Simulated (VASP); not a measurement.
# LiNbO3 (R3c) in VASP: settings compared

The runs below take LiNbO3 through single point, with PBE, r2SCAN.

All numbers are computed with VASP 6.6.1; they aren't measurements. Logs are shortened: lines on timing, memory, paths and dates and some standing lists are left out, and cuts for length are marked.

### Step 1. The cell of the first run

It takes space group R3c (No. 161, trigonal). Conventional cell: a = 5.190 Å, b = 5.190 Å, c = 14.014 Å, α = 90.00°, β = 90.00°, γ = 120.00°. Within 2.8 Å of Li (site symmetry 3) lie 6 O at 2.08 to 2.27 Å. Nb (site symmetry 3) has 6 O at 1.88 to 2.16 Å within 2.5 Å. Within 2.5 Å of O (site symmetry 1) lie 2 Nb at 1.88 to 2.16 Å and 2 Li at 2.08 to 2.27 Å.

### Step 2. Single point, PBE

Contents of INCAR:

```
SYSTEM = LiNbO3
PREC = Accurate
ENCUT = 520
EDIFF = 1E-6
ISMEAR = 0
SIGMA = 0.02
LREAL = .FALSE.
LASPH = .TRUE.
NELM = 60
ALGO = Normal
ISIF = 2
LWAVE = .FALSE.
LCHARG = .FALSE.
GGA = PE
NBANDS = 45
```

Contents of KPOINTS:

```
regular mesh
0
G
  6 6 6
  0 0 0
```

Contents of POSCAR:

```
LiNbO3
1.0
    2.5947505979      1.4980799562      4.6714899528
   -2.5947505979      1.4980799562      4.6714899528
    0.0000000000     -2.9961599123      4.6714899528
Li Nb O
2 2 6
Direct
    0.2816011198      0.2816011198      0.2816011198
    0.7816011198      0.7816011198      0.7816011198
    0.0004547361      0.0004547361      0.0004547361
    0.5004547361      0.5004547361      0.5004547361
    0.1104440279      0.3581697208      0.7211453954
    0.7211453954      0.1104440279      0.3581697208
    0.3581697208      0.7211453954      0.1104440279
    0.2211453954      0.8581697208      0.6104440279
    0.8581697208      0.6104440279      0.2211453954
    0.6104440279      0.2211453954      0.8581697208
```

Potentials or basis: VASP PAW PBE potentials, release 64 (Li_sv, Nb_sv, O).

Started as:

```
> cat potpaw_PBE.64/Li_sv/POTCAR potpaw_PBE.64/Nb_sv/POTCAR potpaw_PBE.64/O/POTCAR > POTCAR
> mpirun -np 1 vasp_std > vasp.out
```

OUTCAR:

```text
SYSTEM = LiNbO3
   PREC = Accurate
   ENCUT = 520
   EDIFF = 1E-6
   ISMEAR = 0
   LREAL = .FALSE.
   LASPH = .TRUE.
   NELM = 60
   ISIF = 2
   GGA = PE

 ion  position               nearest neighbor table
   1  0.282  0.282  0.282-  10 2.08   8 2.08   9 2.08   5 2.27   6 2.27   7 2.27
   2  0.782  0.782  0.782-   6 2.08   7 2.08   5 2.08   9 2.27  10 2.27   8 2.27
   3  0.000  0.000  0.000-   6 1.88   5 1.88   7 1.88   8 2.16  10 2.16   9 2.16
   4  0.500  0.500  0.500-  10 1.88   9 1.88   8 1.88   7 2.16   6 2.16   5 2.16
   5  0.110  0.358  0.721-   3 1.88   2 2.08   4 2.16   1 2.27
   6  0.721  0.110  0.358-   3 1.88   2 2.08   4 2.16   1 2.27
   7  0.358  0.721  0.110-   3 1.88   2 2.08   4 2.16   1 2.27
   8  0.221  0.858  0.610-   4 1.88   1 2.08   3 2.16   2 2.27
   9  0.858  0.610  0.221-   4 1.88   1 2.08   3 2.16   2 2.27
  10  0.610  0.221  0.858-   4 1.88   1 2.08   3 2.16   2 2.27

  LATTYP: Found a trigonal (rhomboedric) cell.
 ALAT       =     5.5497560847
 COS(alpha) =     0.5628067531

  Lattice vectors:

 A1 = (   2.5947505979,   1.4980799562,   4.6714899528)
 A2 = (  -2.5947505979,   1.4980799562,   4.6714899528)
 A3 = (   0.0000000000,  -2.9961599123,   4.6714899528)

Analysis of symmetry for initial positions (statically):
=====================================================================
 Subroutine PRICEL returns:
 Original cell was already a primitive cell.

 Routine SETGRP: Setting up the symmetry group for a
 trigonal (rhombohedral) supercell.

 Subroutine GETGRP returns: Found  6 space group operations
 (whereof  3 operations were pure point group operations)
 out of a pool of 12 trial point group operations.

The static configuration has the point symmetry C_3 .
 The point group associated with its full space group is C_3v.

Analysis of symmetry for dynamics (positions and initial velocities):
=====================================================================
 Subroutine PRICEL returns:
 Original cell was already a primitive cell.

 Routine SETGRP: Setting up the symmetry group for a
 trigonal (rhombohedral) supercell.

 Subroutine GETGRP returns: Found  6 space group operations
 (whereof  3 operations were pure point group operations)
 out of a pool of 12 trial point group operations.

The dynamic configuration has the point symmetry C_3 .
 The point group associated with its full space group is C_3v.

 Subroutine INISYM returns: Found  6 space group operations
 (whereof  3 operations are pure point group operations),
 and found     1 'primitive' translations

----------------------------------------------------------------------------------------

                                     Primitive cell

  volume of cell :     108.9525

  direct lattice vectors                    reciprocal lattice vectors
     2.594750598  1.498079956  4.671489953     0.192696747  0.111253519  0.071354822
    -2.594750598  1.498079956  4.671489953    -0.192696747  0.111253519  0.071354822
     0.000000000 -2.996159912  4.671489953     0.000000000 -0.222507038  0.071354822

  length of vectors
     5.549756085  5.549756085  5.549756085     0.233668339  0.233668339  0.233668339

  position of ions in fractional coordinates (direct lattice)
     0.281601120  0.281601120  0.281601120
     0.781601120  0.781601120  0.781601120
     0.000454736  0.000454736  0.000454736
     0.500454736  0.500454736  0.500454736
     0.110444028  0.358169721  0.721145395
     0.721145395  0.110444028  0.358169721
     0.358169721  0.721145395  0.110444028
     0.221145395  0.858169721  0.610444028
     0.858169721  0.610444028  0.221145395
     0.610444028  0.221145395  0.858169721

  ion indices of the primitive-cell ions
   primitive index   ion index
                 1           1
                 2           2
                 3           3
                 4           4
                 5           5
                 6           6
                 7           7
                 8           8
                 9           9
                10          10

----------------------------------------------------------------------------------------

 KPOINTS: regular mesh

Automatic generation of k-mesh.
 Grid dimensions read from file:
 generate k-points for:    6    6    6

 Generating k-lattice:

  Cartesian coordinates                     Fractional coordinates (reciprocal lattice)
     0.032116125  0.018542253  0.011892470     0.166666667  0.000000000  0.000000000
    -0.032116125  0.018542253  0.011892470     0.000000000  0.166666667  0.000000000
     0.000000000 -0.037084506  0.011892470    -0.000000000 -0.000000000  0.166666667

  Length of vectors
     0.038944723  0.038944723  0.038944723

  Shift w.r.t. Gamma in fractional coordinates (k-lattice)
     0.000000000  0.000000000  0.000000000

 Subroutine IBZKPT returns following result:
 ===========================================

 Found     32 irreducible k-points:

 Following reciprocal coordinates:
            Coordinates               Weight
  0.000000  0.000000  0.000000      1.000000
  0.166667  0.000000  0.000000      6.000000
  0.333333 -0.000000  0.000000      6.000000
  0.500000  0.000000  0.000000      3.000000
  0.166667  0.166667  0.000000      6.000000
  0.333333  0.166667  0.000000     12.000000
[... 16 lines left out ...]
  0.500000  0.500000  0.166667      6.000000
 -0.333333  0.500000  0.166667     12.000000
 [... further k-points ...]
   k-points           NKPTS =     32   k-points in BZ     NKDIM =     32   number of bands    NBANDS=     45
   number of dos      NEDOS =    301   number of ions     NIONS =     10
   total plane-waves  NPLWV =  74088
   dimension x,y,z NGX =    42 NGY =   42 NGZ =   42
   dimension x,y,z NGXF=    84 NGYF=   84 NGZF=   84
   ions per type =               2   2   6
   NGX,Y,Z   is equivalent  to a cutoff of  12.58, 12.58, 12.58 a.u.
   NGXF,Y,Z  is equivalent  to a cutoff of  25.16, 25.16, 25.16 a.u.
 SYSTEM =  LiNbO3
   PREC   = accura    normal or accurate (medium, high low for compatibility)
   ISTART =      0    job   : 0-new  1-cont  2-samecut
   ICHARG =      2    charge: 1-file 2-atom 10-const
   ISPIN  =      1    spin polarized calculation?
   LNONCOLLINEAR =      F non collinear calculations
   LSORBIT =      F    spin-orbit coupling
   LASPH  =      T    aspherical Exc in radial PAW
   ENCUT  =  520.0 eV  38.22 Ry    6.18 a.u.  10.32 10.32 10.32*2*pi/ulx,y,z
   NELM   =     60;   NELMIN=  2; NELMDL= -5     # of ELM steps
   EDIFF  = 0.1E-05   stopping-criterion for ELM
   LREAL  =      F    real-space projection
   EDIFFG = 0.1E-04   stopping-criterion for IOM
   NSW    =      0    number of steps for IOM
   IBRION =     -1    ionic relax: 0-MD 1-quasi-New 2-CG
   NFREE  =      0    steps in history (QN), initial steepest desc. (CG)
   ISIF   =      2    stress and relaxation
   ISYM   =      2    0-nonsym 1-usesym 2-fastsym
   POTIM  = 0.5000    time-step for ionic-motion
   TEBEG  =    0.0;   TEEND  =   0.0 temperature during run
   PSTRESS=    0.0 pullay stress
   NELECT =      68.0000    total number of electrons
   NUPDOWN=      -1.0000    fix difference up-down
   EMIN   =  10.00;   EMAX   =-10.00  energy-range for DOS
   EFERMI =   0.00;   METHOD = LEGACY
   ISMEAR =     0;   SIGMA  =   0.02  broadening in eV -4-tet -1-fermi 0-gaus
   EFERMI_NEDOS =   21; number of points for ismear=-14 and -15
   IALGO  =     38    algorithm
   IMIX   =      4    mixing-type and parameters
     AMIX     =   0.40;   BMIX     =  1.00
     AMIX_MAG =   1.60;   BMIX_MAG =  1.00
  volume/ion in A,a.u.               =      10.90        73.52
  Fermi-wavevector in a.u.,A,eV,Ry     =   1.399046  2.643814 26.631093  1.957330
  Thomas-Fermi vector in A             =   2.522144
   LORBIT       =      0    0 simple, 1 ext, 2 COOP (PROOUT), +10 PAW based schemes
   GGA     = PE    functional components
   LHFCALC =     F    Hartree Fock is set to
   AEXX    =    0.0000 exact exchange contribution
   IVDW    =     0    specifies the selected vdW correction
   LEPSILON=     F    determine dielectric tensor
   LRPA    =     F    only Hartree local field effects (RPA)
 non-spin polarized calculation
 Gauss-broadening in eV      SIGMA  =   0.02
  energy-cutoff  :      520.00
  volume of cell :      108.95
 maximum number of plane-waves:      2964
 NGX is ok and might be reduce to    42
   NGX = 21   NGY = 21   NGZ = 21

 number of electron      67.9999999 magnetization

 Free energy of the ion-electron system (eV)
  ---------------------------------------------------
  ext. energy  EPLUGINS =         0.00000000
  ---------------------------------------------------
  free energy    TOTEN  =       -80.04211252 eV

  energy without entropy =      -80.04211252  energy(sigma->0) =      -80.04211252

 E-fermi :   3.6108     XC(G=0): -10.6686

 val. band max:        3.3237059719   @ k =   0.1667   0.1667   0.1667
 cond. band min:       6.8793922283   @ k =   0.5000   0.3333   0.0000
 fundamental gap:      3.5556862564
 Fermi energy:         3.6107679248

 k-point     1 :       0.0000    0.0000    0.0000
  band No.  band energies     occupation
      1     -50.9119      2.00000
      2     -50.8986      2.00000
      3     -39.3406      2.00000
      4     -39.3383      2.00000
      5     -27.1848      2.00000
      6     -27.1848      2.00000
[... 37 lines left out ...]
     44      13.0359      0.00000
     45      13.0411      0.00000

 k-point     2 :       0.1667    0.0000    0.0000
  band No.  band energies     occupation
      1     -50.9110      2.00000
      2     -50.8994      2.00000
      3     -39.3404      2.00000
      4     -39.3385      2.00000
      5     -27.1769      2.00000
      6     -27.1757      2.00000
[... 37 lines left out ...]
     44      12.9424      0.00000
     45      12.9833      0.00000

 k-point     3 :       0.3333   -0.0000    0.0000
  band No.  band energies     occupation
      1     -50.9085      2.00000
      2     -50.9019      2.00000
      3     -39.3401      2.00000
      4     -39.3389      2.00000
      5     -27.1538      2.00000
      6     -27.1506      2.00000
[... 37 lines left out ...]
     44      12.7405      0.00000
     45      12.7773      0.00000

 k-point     4 :       0.5000    0.0000    0.0000
  band No.  band energies     occupation
      1     -50.9052      2.00000
      2     -50.9052      2.00000
      3     -39.3395      2.00000
      4     -39.3395      2.00000
      5     -27.1195      2.00000
      6     -27.1195      2.00000
[... 901 lines left out ...]
     44      12.6937      0.00000
     45      12.9388      0.00000

 k-point    23 :       0.5000    0.5000    0.1667
  band No.  band energies     occupation
      1     -50.9071      2.00000
      2     -50.9033      2.00000
      3     -39.3398      2.00000
      4     -39.3392      2.00000
      5     -27.1839      2.00000
      6     -27.1746      2.00000
[... 37 lines left out ...]
     44      12.7279      0.00000
     45      13.2094      0.00000

 k-point    24 :      -0.3333    0.5000    0.1667
  band No.  band energies     occupation
      1     -50.9063      2.00000
      2     -50.9041      2.00000
      3     -39.3397      2.00000
      4     -39.3393      2.00000
      5     -27.1858      2.00000
      6     -27.1843      2.00000
[... 37 lines left out ...]
     44      12.6558      0.00000
     45      13.6024      0.00000

 [... further k-points ...]
[... 5 lines left out ...]
  --------------------------------------------------------------------------------------
  -------------------------------------------------------------------------------------
  Total       -0.2167554     -0.2167554     -0.2101173      0.0000000     -0.0000000      0.0000000
  in kB       -3.1874487     -3.1874487     -3.0898340      0.0000000     -0.0000000      0.0000000
  external PRESSURE =      -3.1549104 kB  Pullay stress =       0.0000000 kB

 VOLUME and BASIS-vectors are now :
 -----------------------------------------------------------------------------
  energy-cutoff  :      520.00
  volume of cell :      108.95
      direct lattice vectors                 reciprocal lattice vectors
     2.594750598  1.498079956  4.671489953     0.192696747  0.111253519  0.071354822
    -2.594750598  1.498079956  4.671489953    -0.192696747  0.111253519  0.071354822
     0.000000000 -2.996159912  4.671489953     0.000000000 -0.222507038  0.071354822

 POSITION                                       TOTAL-FORCE (eV/Angst)
 -----------------------------------------------------------------------------------
      0.00000      0.00000      3.94649         0.000000      0.000000      0.003949
      0.00000      0.00000     10.95373         0.000000      0.000000      0.003949
      0.00000      0.00000      0.00637         0.000000     -0.000000     -0.023545
      0.00000      0.00000      7.01361         0.000000     -0.000000     -0.023545
     -0.64279     -1.45865      5.55795         0.010918      0.000790      0.006532
      1.58462      0.17265      5.55795        -0.006143      0.009061      0.006532
     -0.94183      1.28599      5.55795        -0.004775     -0.009850      0.006532
     -1.65292     -0.21209      7.89369         0.004775     -0.009850      0.006532
      0.64279      1.53751      7.89369        -0.010918      0.000790      0.006532
      1.01013     -1.32543      7.89369         0.006143      0.009061      0.006532
 -----------------------------------------------------------------------------------
    total drift:                                0.000000     -0.000001     -0.000736

  FREE ENERGIE OF THE ION-ELECTRON SYSTEM (eV)
  ---------------------------------------------------
  free  energy   TOTEN  =       -80.0421125157 eV

  energy  without entropy=      -80.0421125157  energy(sigma->0) =      -80.04211252
```

Wall time 1.7 min (1 thread of Intel Xeon 6975P-C (Granite Rapids), shared host); peak memory 0.32 GiB.

Results:

```yaml
Free_energy: -80.0421 eV
Largest_force: 0.024 eV/Å
Band_gap_on_the_k_mesh: 3.56 eV, indirect (least direct gap 3.57 eV)
```

Forces on the atoms (eV/Å):
```
Li   0.000  0.000  0.004
Li   0.000  0.000  0.004
Nb   0.000  0.000 -0.024
Nb   0.000  0.000 -0.024
O    0.011  0.001  0.007
O   -0.006  0.009  0.007
O   -0.005 -0.010  0.007
O    0.005 -0.010  0.007
O   -0.011  0.001  0.007
O    0.006  0.009  0.007
```

Levels at points of the mesh, in eV from the valence-band top:
```
           k point  band 32  band 33  band 34  band 35  band 36  band 37
(0.00, 0.00, 0.00)    -0.50     0.00     0.00     3.57     3.57     4.03
(0.50, 0.00, 0.00)    -0.30    -0.22    -0.22     3.83     3.83     4.63
(0.50, 0.50, 0.00)    -0.67    -0.50    -0.19     3.65     4.09     4.53
(0.50, 0.50, 0.50)    -0.31    -0.31    -0.31     4.55     4.55     4.75
```

Caveat: the cutoff is under 1.25 times the usual one of these potentials, so pressure, stress and relaxed cells hold a basis-set (Pulay) error. A k mesh can miss the band edges.

### Step 3. Single point, r2SCAN

POSCAR is that of step 2.

Contents of INCAR.step1:

```
SYSTEM = LiNbO3
PREC     = Accurate       ! precision mode
ENCUT    = 520            ! plane-wave cutoff, eV
ISMEAR   = 0              ! smearing method
SIGMA    = 0.02           ! smearing width, eV
LREAL    = .False.        ! projectors in reciprocal space
LASPH    = .True.         ! aspherical terms in the spheres
NELM     = 60             ! most SCF steps
NBANDS   = 45             ! bands
GGA      = PE             ! functional
ALGO     = Normal         ! electronic algorithm
EDIFF    = 1E-4           ! SCF threshold, eV
LWAVE    = .True.         ! write WAVECAR
LCHARG   = .False.        ! write CHGCAR
```

Contents of INCAR.step2:

```
SYSTEM = LiNbO3
PREC     = Accurate       ! precision mode
ENCUT    = 520            ! plane-wave cutoff, eV
EDIFF    = 1E-6           ! SCF threshold, eV
ISMEAR   = 0              ! smearing method
SIGMA    = 0.02           ! smearing width, eV
LREAL    = .False.        ! projectors in reciprocal space
LASPH    = .True.         ! aspherical terms in the spheres
NELM     = 60             ! most SCF steps
ALGO     = Normal         ! electronic algorithm
ISIF     = 2              ! what is computed and relaxed
LWAVE    = .False.        ! write WAVECAR
LCHARG   = .False.        ! write CHGCAR
METAGGA  = R2SCAN         ! meta-GGA
LMIXTAU  = .True.       
NBANDS   = 45             ! bands
ISTART   = 1
```

Contents of KPOINTS:

```
Automatic mesh
0
Gamma
  6 6 6
  0 0 0
```

Potentials or basis: VASP PAW PBE potentials, release 64 (Li_sv, Nb_sv, O).

Started as:

```
> cat potpaw_PBE.64/Li_sv/POTCAR potpaw_PBE.64/Nb_sv/POTCAR potpaw_PBE.64/O/POTCAR > POTCAR
> cp INCAR.step1 INCAR
> mpirun -np 1 vasp_std > vasp.out
> cp INCAR.step2 INCAR
> mpirun -np 1 vasp_std > vasp.out
```

It took 6.6 min on 1 thread of Intel Xeon 6975P-C (Granite Rapids), shared host; peak memory 0.36 GiB.

Results (log left out):

| Item | Value |
| --- | --- |
| Free energy | -118.6103 eV |
| Largest force | 0.106 eV/Å |
| Band gap on the k mesh | 3.97 eV, indirect (least direct gap 3.99 eV) |

Forces in eV/Å, atoms in the order of the input:
```
Li   0.000  0.000 -0.030
Li   0.000  0.000 -0.030
Nb   0.000  0.000  0.074
Nb   0.000  0.000  0.074
O    0.085 -0.062 -0.014
O    0.011  0.104 -0.014
O   -0.096 -0.042 -0.014
O    0.096 -0.042 -0.014
O   -0.085 -0.062 -0.014
O   -0.011  0.104 -0.014
```

Levels at points of the mesh, in eV from the valence-band top:
| k point | band 32 | band 33 | band 34 | band 35 | band 36 | band 37 |
| --- | --- | --- | --- | --- | --- | --- |
| (0.00, 0.00, 0.00) | -0.50 | 0.00 | 0.00 | 3.98 | 3.98 | 4.44 |
| (0.50, 0.00, 0.00) | -0.30 | -0.22 | -0.22 | 4.24 | 4.24 | 5.06 |
| (0.50, 0.50, 0.00) | -0.68 | -0.52 | -0.19 | 4.06 | 4.51 | 4.94 |
| (0.50, 0.50, 0.50) | -0.32 | -0.32 | -0.32 | 4.98 | 4.98 | 5.17 |

Caveat: the cutoff is under 1.25 times the usual one of these potentials, so pressure, stress and relaxed cells hold a basis-set (Pulay) error; the PAW data sets were made with another functional, which shifts forces and pressure a little.
